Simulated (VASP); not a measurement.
# BeZn3Te4 (I-42m) in VASP: a series of runs

Runs on BeZn3Te4. Level: PBE. Tasks: single point.

Program: VASP 6.6.1. These are calculated values, not measurements. Logs are shortened: lines on timing, memory, paths and dates and some standing lists are left out, and cuts for length are marked.

## (1) The cell of the first run

The structure is tetragonal, space group I-42m (No. 121). The conventional cell has a = 6.050 Å, b = 6.050 Å, c = 12.076 Å, α = 90.00°, β = 90.00°, γ = 90.00°. Within 3.3 Å of Be (site symmetry -42m) lie 4 Te at 2.47 Å. Within 3.5 Å of Zn (site symmetry -42m) lie 4 Te at 2.68 Å. Within 3.5 Å of Zn (site symmetry -4) lie 4 Te at 2.66 Å. Te (site symmetry m) has 1 Be at 2.47 Å and 3 Zn at 2.66 to 2.68 Å within 3.3 Å.

## (2) Single point, PBE

INCAR reads:

```
SYSTEM = BeZn3Te4
  PREC = Accurate
  ENCUT = 520
  EDIFF = 1E-6
  ISMEAR = 0
  SIGMA = 0.1
  LREAL = .False.
  LASPH = .True.
  NELM = 60
  ALGO = Normal
  ISIF = 2
  LWAVE = .False.
  LCHARG = .True.
  GGA = PE
  LELF = .True.
  LVHAR = .True.
  NBANDS = 41
```

KPOINTS reads:

```
Automatic mesh
0
Gamma
  4 4 4
  0 0 0
```

POSCAR reads:

```
BeZn3Te4
1.0
   -3.0250219000      3.0250219000      6.0379288000
    3.0250219000     -3.0250219000      6.0379288000
    3.0250219000      3.0250219000     -6.0379288000
Be Zn Te
1 3 4
Direct
    0.5000000000      0.5000000000      0.0000000000
    0.0000000000      0.0000000000      0.0000000000
    0.2500000000      0.7500000000      0.5000000000
    0.7500000000      0.2500000000      0.5000000000
    0.8544870000      0.8544870000      0.4707150000
    0.3837720000      0.3837720000      0.5292850000
    0.1455130000      0.6162280000      0.0000000000
    0.6162280000      0.1455130000      0.0000000000
```

Potentials or basis: VASP PAW PBE potentials, release 64 (Be, Zn, Te).

Command:

```console
> cat potpaw_PBE.64/Be/POTCAR potpaw_PBE.64/Zn/POTCAR potpaw_PBE.64/Te/POTCAR > POTCAR
> mpirun -np 1 vasp_std > vasp.out
```

OUTCAR:

```text
SYSTEM = BeZn3Te4
   PREC = Accurate
   ENCUT = 520
   EDIFF = 1E-6
   ISMEAR = 0
   LREAL = .False.
   LASPH = .True.
   NELM = 60
   ISIF = 2
   GGA = PE

 ion  position               nearest neighbor table
   1  0.500  0.500  0.000-   5 2.47   6 2.47   7 2.47   8 2.47
   2  0.000  0.000  0.000-   6 2.68   7 2.68   8 2.68   5 2.68
   3  0.250  0.750  0.500-   6 2.66   7 2.66   8 2.66   5 2.66
   4  0.750  0.250  0.500-   6 2.66   8 2.66   7 2.66   5 2.66
   5  0.854  0.854  0.471-   1 2.47   3 2.66   4 2.66   2 2.68
   6  0.384  0.384  0.529-   1 2.47   3 2.66   4 2.66   2 2.68
   7  0.146  0.616  0.000-   1 2.47   3 2.66   4 2.66   2 2.68
   8  0.616  0.146  0.000-   1 2.47   4 2.66   3 2.66   2 2.68

  LATTYP: Found a body centered tetragonal cell.
 ALAT       =     6.0500438000
 C/A-ratio  =     1.9959950703

  Lattice vectors:

 A1 = (  -3.0250219000,   3.0250219000,   6.0379288000)
 A2 = (   3.0250219000,  -3.0250219000,   6.0379288000)
 A3 = (   3.0250219000,   3.0250219000,  -6.0379288000)

Analysis of symmetry for initial positions (statically):
=====================================================================
 Subroutine PRICEL returns:
 Original cell was already a primitive cell.

 Routine SETGRP: Setting up the symmetry group for a
 body centered tetragonal supercell.

 Subroutine GETGRP returns: Found  8 space group operations
 (whereof  8 operations were pure point group operations)
 out of a pool of 16 trial point group operations.

The static configuration has the point symmetry D_2d.

Analysis of symmetry for dynamics (positions and initial velocities):
=====================================================================
 Subroutine PRICEL returns:
 Original cell was already a primitive cell.

 Routine SETGRP: Setting up the symmetry group for a
 body centered tetragonal supercell.

 Subroutine GETGRP returns: Found  8 space group operations
 (whereof  8 operations were pure point group operations)
 out of a pool of 16 trial point group operations.

The dynamic configuration has the point symmetry D_2d.

 Subroutine INISYM returns: Found  8 space group operations
 (whereof  8 operations are pure point group operations),
 and found     1 'primitive' translations

----------------------------------------------------------------------------------------

                                     Primitive cell

  volume of cell :     221.0065

  direct lattice vectors                    reciprocal lattice vectors
    -3.025021900  3.025021900  6.037928800     0.000000000  0.165288060  0.082809854
     3.025021900 -3.025021900  6.037928800     0.165288060  0.000000000  0.082809854
     3.025021900  3.025021900 -6.037928800     0.165288060  0.165288060  0.000000000

  length of vectors
     7.399871565  7.399871565  7.399871565     0.184871887  0.184871887  0.233752616

  position of ions in fractional coordinates (direct lattice)
     0.500000000  0.500000000  0.000000000
     0.000000000  0.000000000  0.000000000
     0.250000000  0.750000000  0.500000000
     0.750000000  0.250000000  0.500000000
     0.854487000  0.854487000  0.470715000
     0.383772000  0.383772000  0.529285000
     0.145513000  0.616228000  0.000000000
     0.616228000  0.145513000  0.000000000

  ion indices of the primitive-cell ions
   primitive index   ion index
                 1           1
                 2           2
                 3           3
                 4           4
                 5           5
                 6           6
                 7           7
                 8           8

----------------------------------------------------------------------------------------

 KPOINTS: Automatic mesh

Automatic generation of k-mesh.
 Grid dimensions read from file:
 generate k-points for:    4    4    4

 Generating k-lattice:

  Cartesian coordinates                     Fractional coordinates (reciprocal lattice)
     0.000000000  0.041322015  0.020702463     0.250000000 -0.000000000  0.000000000
     0.041322015  0.000000000  0.020702463    -0.000000000  0.250000000  0.000000000
     0.041322015  0.041322015  0.000000000     0.000000000  0.000000000  0.250000000

  Length of vectors
     0.046217972  0.046217972  0.058438154

  Shift w.r.t. Gamma in fractional coordinates (k-lattice)
     0.000000000  0.000000000  0.000000000

 Subroutine IBZKPT returns following result:
 ===========================================

 Found     13 irreducible k-points:

 Following reciprocal coordinates:
            Coordinates               Weight
  0.000000  0.000000  0.000000      1.000000
  0.250000  0.000000  0.000000      8.000000
  0.500000  0.000000  0.000000      4.000000
  0.250000  0.250000  0.000000      8.000000
  0.500000  0.250000 -0.000000     16.000000
 -0.250000  0.250000  0.000000      4.000000
  0.500000  0.500000  0.000000      2.000000
  0.250000  0.250000  0.250000      2.000000
 -0.250000  0.250000  0.250000      4.000000
  0.500000  0.500000  0.250000      4.000000
 -0.250000  0.500000  0.250000      8.000000
 -0.250000 -0.250000  0.250000      2.000000
  0.500000  0.500000  0.500000      1.000000
   k-points           NKPTS =     13   k-points in BZ     NKDIM =     13   number of bands    NBANDS=     41
   number of dos      NEDOS =    301   number of ions     NIONS =      8
   total plane-waves  NPLWV = 175616
   dimension x,y,z NGX =    56 NGY =   56 NGZ =   56
   dimension x,y,z NGXF=   112 NGYF=  112 NGZF=  112
   ions per type =               1   3   4
   NGX,Y,Z   is equivalent  to a cutoff of  12.58, 12.58, 12.58 a.u.
   NGXF,Y,Z  is equivalent  to a cutoff of  25.16, 25.16, 25.16 a.u.
 SYSTEM =  BeZn3Te4
   PREC   = accura    normal or accurate (medium, high low for compatibility)
   ISTART =      0    job   : 0-new  1-cont  2-samecut
   ICHARG =      2    charge: 1-file 2-atom 10-const
   ISPIN  =      1    spin polarized calculation?
   LNONCOLLINEAR =      F non collinear calculations
   LSORBIT =      F    spin-orbit coupling
   LASPH  =      T    aspherical Exc in radial PAW
   ENCUT  =  520.0 eV  38.22 Ry    6.18 a.u.  13.76 13.76 13.76*2*pi/ulx,y,z
   NELM   =     60;   NELMIN=  2; NELMDL= -5     # of ELM steps
   EDIFF  = 0.1E-05   stopping-criterion for ELM
   LREAL  =      F    real-space projection
[... 7 lines left out ...]
   TEBEG  =    0.0;   TEEND  =   0.0 temperature during run
   PSTRESS=    0.0 pullay stress
   NELECT =      62.0000    total number of electrons
   NUPDOWN=      -1.0000    fix difference up-down
   EMIN   =  10.00;   EMAX   =-10.00  energy-range for DOS
   EFERMI =   0.00;   METHOD = LEGACY
   ISMEAR =     0;   SIGMA  =   0.10  broadening in eV -4-tet -1-fermi 0-gaus
   EFERMI_NEDOS =   21; number of points for ismear=-14 and -15
   IALGO  =     38    algorithm
   IMIX   =      4    mixing-type and parameters
     AMIX     =   0.40;   BMIX     =  1.00
     AMIX_MAG =   1.60;   BMIX_MAG =  1.00
  volume/ion in A,a.u.               =      27.63       186.43
  Fermi-wavevector in a.u.,A,eV,Ry     =   1.071693  2.025206 15.626643  1.148526
  Thomas-Fermi vector in A             =   2.207441
   LORBIT       =      0    0 simple, 1 ext, 2 COOP (PROOUT), +10 PAW based schemes
   GGA     = PE    functional components
   LHFCALC =     F    Hartree Fock is set to
   AEXX    =    0.0000 exact exchange contribution
   IVDW    =     0    specifies the selected vdW correction
   LEPSILON=     F    determine dielectric tensor
   LRPA    =     F    only Hartree local field effects (RPA)
 non-spin polarized calculation
 Gauss-broadening in eV      SIGMA  =   0.10
  energy-cutoff  :      520.00
  volume of cell :      221.01
 maximum number of plane-waves:      6014
   NGX = 27   NGY = 27   NGZ = 27

 number of electron      61.9999964 magnetization

 Free energy of the ion-electron system (eV)
  ---------------------------------------------------
  ext. energy  EPLUGINS =         0.00000000
  ---------------------------------------------------
  free energy    TOTEN  =       -23.11856075 eV

  energy without entropy =      -23.11856075  energy(sigma->0) =      -23.11856075

 E-fermi :   3.8022     XC(G=0):  -8.8614

 val. band max:        3.3256402344   @ k =   0.0000   0.0000   0.0000
 cond. band min:       4.9344136955   @ k =   0.0000   0.0000   0.0000
 fundamental gap:      1.6087734610
 Fermi energy:         3.8022290366

 k-point     1 :       0.0000    0.0000    0.0000
  band No.  band energies     occupation
      1      -8.3897      2.00000
      2      -7.1395      2.00000
      3      -7.1238      2.00000
      4      -7.1238      2.00000
      5      -3.4628      2.00000
      6      -3.4433      2.00000
[... 33 lines left out ...]
     40       8.3052      0.00000
     41       8.5671      0.00000

 k-point     2 :       0.2500    0.0000    0.0000
  band No.  band energies     occupation
      1      -8.2095      2.00000
      2      -7.2851      2.00000
      3      -7.1955      2.00000
      4      -7.1749      2.00000
      5      -3.4528      2.00000
      6      -3.4506      2.00000
[... 33 lines left out ...]
     40       8.4811      0.00000
     41       8.6957      0.00000

 k-point     3 :       0.5000    0.0000    0.0000
  band No.  band energies     occupation
      1      -7.8136      2.00000
      2      -7.6797      2.00000
      3      -7.2438      2.00000
      4      -7.2215      2.00000
      5      -3.4431      2.00000
      6      -3.4285      2.00000
[... 391 lines left out ...]
      2      -7.3658      2.00000
      3      -7.1276      2.00000
      4      -7.1276      2.00000
      5      -3.4565      2.00000
      6      -3.4320      2.00000
[... 33 lines left out ...]
     40       8.2574      0.00000
     41       8.2574      0.00000

 k-point    13 :       0.5000    0.5000    0.5000
  band No.  band energies     occupation
      1      -7.9176      2.00000
      2      -7.7693      2.00000
      3      -7.1314      2.00000
      4      -7.1314      2.00000
      5      -3.4563      2.00000
      6      -3.4284      2.00000
[... 33 lines left out ...]
     40       9.5973      0.00000
     41       9.5973      0.00000

------------------------ aborting loop because EDIFF is reached ----------------------------------------

  FORCE on cell =-STRESS in cart. coord.  units (eV):
  Direction    XX          YY          ZZ          XY          YZ          ZX
  --------------------------------------------------------------------------------------
  -------------------------------------------------------------------------------------
  Total        0.1430549      0.1430549      0.1274319      0.0000000      0.0000000     -0.0000000
  in kB        1.0370703      1.0370703      0.9238123      0.0000000      0.0000000     -0.0000000
  external PRESSURE =       0.9993176 kB  Pullay stress =       0.0000000 kB

 VOLUME and BASIS-vectors are now :
 -----------------------------------------------------------------------------
  energy-cutoff  :      520.00
  volume of cell :      221.01
      direct lattice vectors                 reciprocal lattice vectors
    -3.025021900  3.025021900  6.037928800     0.000000000  0.165288060  0.082809854
     3.025021900 -3.025021900  6.037928800     0.165288060  0.000000000  0.082809854
     3.025021900  3.025021900 -6.037928800     0.165288060  0.165288060  0.000000000

 POSITION                                       TOTAL-FORCE (eV/Angst)
 -----------------------------------------------------------------------------------
      0.00000      0.00000      6.03793        -0.000000      0.000000     -0.000000
      0.00000      0.00000      0.00000        -0.000000      0.000000     -0.000000
      3.02502      0.00000      3.01896        -0.000000      0.000000     -0.000000
      0.00000      3.02502      3.01896        -0.000000      0.000000     -0.000000
      1.42392      1.42392      7.47652        -0.005419     -0.005419     -0.001504
      1.60110      1.60110      1.43859         0.005419      0.005419     -0.001504
      1.42392     -1.42392      4.59934        -0.005419      0.005419      0.001504
     -1.42392      1.42392      4.59934         0.005419     -0.005419      0.001504
 -----------------------------------------------------------------------------------
    total drift:                               -0.000018     -0.000018     -0.000018

  FREE ENERGIE OF THE ION-ELECTRON SYSTEM (eV)
  ---------------------------------------------------
  free  energy   TOTEN  =       -23.1185607531 eV

  energy  without entropy=      -23.1185607531  energy(sigma->0) =      -23.11856075
```

Wall time 4.5 min (1 thread of Intel Xeon 8259CL, shared host); peak memory 0.45 GiB.

What came out:

```
Free energy            : -23.1186 eV
Pressure               : 0.1 GPa
Largest force          : 0.008 eV/Å
Band gap on the k mesh : 1.61 eV
```

Forces on the atoms (eV/Å):
```
Be   0.000  0.000  0.000
Zn   0.000  0.000  0.000
Zn   0.000  0.000  0.000
Zn   0.000  0.000  0.000
Te  -0.005 -0.005 -0.002
Te   0.005  0.005 -0.002
Te  -0.005  0.005  0.002
Te   0.005 -0.005  0.002
```

Caveat: spin-orbit coupling is left out, which moves the levels of the heavy elements.

## (3) Single point, PBE

This run uses another cell than the first one, of the same volume but with other edges.

INCAR reads:

```
PREC = Accurate
ENCUT = 520
EDIFF = 1E-6
ISMEAR = 0
SIGMA = 0.1
LREAL = F
LASPH = T
NELM = 100
ALGO = Normal
ISIF = 2
LWAVE = F
LCHARG = F
GGA = PE
NBANDS = 41
```

KPOINTS reads:

```
regular mesh
0
Gamma
  4 4 4
```

POSCAR reads:

```
BeZn3Te4
1.0
    6.0500438000      0.0000000000      0.0000000000
    0.0000000000      6.0500438000      0.0000000000
   -3.0250219000     -3.0250219000      6.0379288000
Be Zn Te
1 3 4
Direct
    0.5000000000      0.5000000000      0.0000000000
    0.0000000000      0.0000000000      0.0000000000
    0.7500000000      0.2500000000      0.5000000000
    0.2500000000      0.7500000000      0.5000000000
    0.8544870000      0.8544870000      0.2382590000
    0.3837720000      0.3837720000      0.2382590000
    0.6162280000      0.1455130000      0.7617410000
    0.1455130000      0.6162280000      0.7617410000
```

Potentials or basis: VASP PAW PBE potentials, release 64 (Be, Zn, Te).

Command:

```console
> cat potpaw_PBE.64/Be/POTCAR potpaw_PBE.64/Zn/POTCAR potpaw_PBE.64/Te/POTCAR > POTCAR
> mpirun -np 1 vasp_std > vasp.out
```

OUTCAR:

```text
PREC = Accurate
   ENCUT = 520
   EDIFF = 1E-6
   ISMEAR = 0
   LREAL = F
   LASPH = T
   NELM = 100
   ISIF = 2
   GGA = PE

 ion  position               nearest neighbor table
   1  0.500  0.500  0.000-   5 2.47   7 2.47   8 2.47   6 2.47
   2  0.000  0.000  0.000-   5 2.68   6 2.68   7 2.68   8 2.68
   3  0.750  0.250  0.500-   5 2.66   6 2.66   7 2.66   8 2.66
   4  0.250  0.750  0.500-   5 2.66   6 2.66   7 2.66   8 2.66
   5  0.854  0.854  0.238-   1 2.47   3 2.66   4 2.66   2 2.68
   6  0.384  0.384  0.238-   1 2.47   3 2.66   4 2.66   2 2.68
   7  0.616  0.146  0.762-   1 2.47   3 2.66   4 2.66   2 2.68
[... 772 lines left out ...]
  Total        0.1424786      0.1424786      0.1266954      0.0000000     -0.0000000      0.0000000
  in kB        1.0328927      1.0328927      0.9184730      0.0000000     -0.0000000      0.0000000
  external PRESSURE =       0.9947528 kB  Pullay stress =       0.0000000 kB

 VOLUME and BASIS-vectors are now :
 -----------------------------------------------------------------------------
  energy-cutoff  :      520.00
  volume of cell :      221.01
      direct lattice vectors                 reciprocal lattice vectors
     6.050043800  0.000000000  0.000000000     0.165288060  0.000000000  0.082809854
     0.000000000  6.050043800  0.000000000     0.000000000  0.165288060  0.082809854
    -3.025021900 -3.025021900  6.037928800     0.000000000  0.000000000  0.165619707

 POSITION                                       TOTAL-FORCE (eV/Angst)
 -----------------------------------------------------------------------------------
      3.02502      3.02502      0.00000        -0.000000      0.000000      0.000000
      0.00000      0.00000      0.00000        -0.000000      0.000000      0.000000
      3.02502      0.00000      3.01896        -0.000000      0.000000      0.000000
      0.00000      3.02502      3.01896        -0.000000      0.000000      0.000000
      4.44895      4.44895      1.43859        -0.005415     -0.005415     -0.001500
      1.60110      1.60110      1.43859         0.005415      0.005415     -0.001500
      1.42392     -1.42392      4.59934        -0.005415      0.005415      0.001500
     -1.42392      1.42392      4.59934         0.005415     -0.005415      0.001500
 -----------------------------------------------------------------------------------
    total drift:                                0.000003      0.000003      0.000021

  FREE ENERGIE OF THE ION-ELECTRON SYSTEM (eV)
  ---------------------------------------------------
  free  energy   TOTEN  =       -23.1185483239 eV

  energy  without entropy=      -23.1185483239  energy(sigma->0) =      -23.11854832
```

Wall time 3 min (1 thread of Intel Xeon 8259CL, shared host); peak memory 0.4 GiB.

What came out:

```yaml
Free_energy: -23.1185 eV
Pressure: 0.1 GPa
Largest_force: 0.008 eV/Å
Band_gap_on_the_k_mesh: 1.61 eV
```

Forces in eV/Å, atoms in the order of the input:
```
Be   0.000  0.000  0.000
Zn   0.000  0.000  0.000
Zn   0.000  0.000  0.000
Zn   0.000  0.000  0.000
Te  -0.005 -0.005 -0.002
Te   0.005  0.005 -0.002
Te  -0.005  0.005  0.002
Te   0.005 -0.005  0.002
```

Levels at points of the mesh, in eV from the valence-band top:
| k point | band 29 | band 30 | band 31 | band 32 | band 33 | band 34 |
| --- | --- | --- | --- | --- | --- | --- |
| (0.00, 0.00, 0.00) | -0.04 | 0.00 | 0.00 | 1.61 | 2.21 | 2.34 |
| (0.50, 0.00, 0.00) | -1.63 | -1.01 | -0.87 | 3.11 | 3.45 | 3.81 |
| (0.50, 0.50, 0.00) | -0.86 | -0.78 | -0.66 | 1.79 | 1.95 | 3.36 |
| (0.00, 0.00, 0.50) | -1.42 | -1.15 | -1.15 | 2.04 | 2.26 | 2.41 |

Caveat: spin-orbit coupling is left out, which moves the levels of the heavy elements. A k mesh can miss the band edges.
